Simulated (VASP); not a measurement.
SiNi2: single point with r2SCAN

SiNi2:

```
CELL_PARAMETERS angstrom
3.82378 0.00000 0.00000
-1.91189 3.31149 0.00000
0.00000 0.00000 5.22242
ATOMIC_POSITIONS crystal
Si 0.33333 0.66667 0.75000
Si 0.66667 0.33333 0.25000
Ni 0.00000 0.00000 0.00000
Ni 0.00000 0.00000 0.50000
Ni 0.33333 0.66667 0.25000
Ni 0.66667 0.33333 0.75000
```

This cell differs from its parent crystal: uniaxial strain along c: +6.0 %, then relaxed in part.

* Program: VASP 6.6.1
* Task: single point
* Functional: r2SCAN
* Potentials or basis: VASP PAW PBE potentials, release 64 (Si, Ni)
* Cutoff: 520 eV
* k mesh: 12 × 12 × 8
* Occupations: gaussian, width 0.1 eV
* Spin: no spin polarisation
* Dipole correction: no
* Further INCAR settings: ALGO = Normal; EDIFF = 1e-06; NBANDS = 33

- Pressure: -4.0 GPa
- Band gap on the k mesh: zero (bands 24 and 25 overlap by 3.95 eV)

Stress tensor (GPa, compression positive):
```
  0.52   0.00   0.00
  0.00   0.52   0.00
  0.00   0.00 -13.12
```

Levels at points of the mesh, in eV from the Fermi level:
| k point | band 22 | band 23 | band 24 | band 25 | band 26 | band 27 |
| --- | --- | --- | --- | --- | --- | --- |
| (0.00, 0.00, 0.00) | -0.58 | -0.15 | 3.27 | 3.27 | 3.32 | 3.32 |
| (0.50, 0.00, 0.00) | -1.17 | -1.04 | -0.70 | -0.65 | 1.14 | 1.92 |
| (0.00, 0.00, 0.50) | -1.22 | 2.00 | 2.00 | 3.66 | 3.66 | 3.66 |
| (0.50, 0.00, 0.50) | -1.25 | -0.96 | -0.96 | 1.04 | 1.04 | 3.37 |

It took 5.8 min on 1 thread of Intel(R) Xeon(R) 6975P-C (Granite Rapids) (shared host), peak memory 0.29 GiB.

Caveat: the cell differs from its parent crystal (uniaxial strain along c: +6.0 %, then relaxed in part); the cell stands under tension; the PAW data sets were made with another functional, which shifts forces and pressure a little. Spin polarisation is off, so any magnetic state and its effect on volume and gap are missing.
